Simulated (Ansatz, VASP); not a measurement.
## Cd2TeI2: VASP beside Ansatz

```
CELL_PARAMETERS angstrom
5.03198 0.00000 0.00000
0.00000 5.03198 0.00000
0.00000 0.00000 7.82482
ATOMIC_POSITIONS crystal
Cd 0.50000 0.50000 0.00000
Cd 0.50000 0.50000 0.50000
Te 0.00000 0.00000 0.00000
I 0.00000 0.00000 0.35307
I 0.00000 0.00000 0.64693
```

Alike in both runs: task relaxation of cell and atoms; functional PBE; k mesh 4 × 4 × 2; occupations gaussian, width 0.1 eV; no spin polarisation.

|  | VASP | Ansatz |
| --- | --- | --- |
| version | VASP 6.6.1 | Ansatz 0.2.0 |
| potentials or method | VASP PAW PBE potentials, release 64 (Cd, Te, I), cutoff 600 eV | scalar-relativistic, plane waves, PAW |
| valence electrons in the cell | 44 | 90 |

VASP gave:

* gap on the k mesh at the Fermi level, each at its own relaxed structure (eV): none
* relaxed volume (Å³/atom): 36.38
* relaxed cell length with the largest relative difference (Å): 10.306

Task: What did Ansatz give for the same quantities?

Result: gap on the k mesh at the Fermi level, each at its own relaxed structure (eV): none; relaxed volume (Å³/atom): 36.50; relaxed cell length with the largest relative difference (Å): 10.335.

A gap of «none» marks a metal or a gap that the smearing closes. VASP's potentials hold 44 valence electrons a cell and Ansatz's 90, so a difference there can come from the potentials and not from the codes.

The k mesh is coarse, so the values compare programs but aren't converged. Spin-orbit coupling is off throughout.
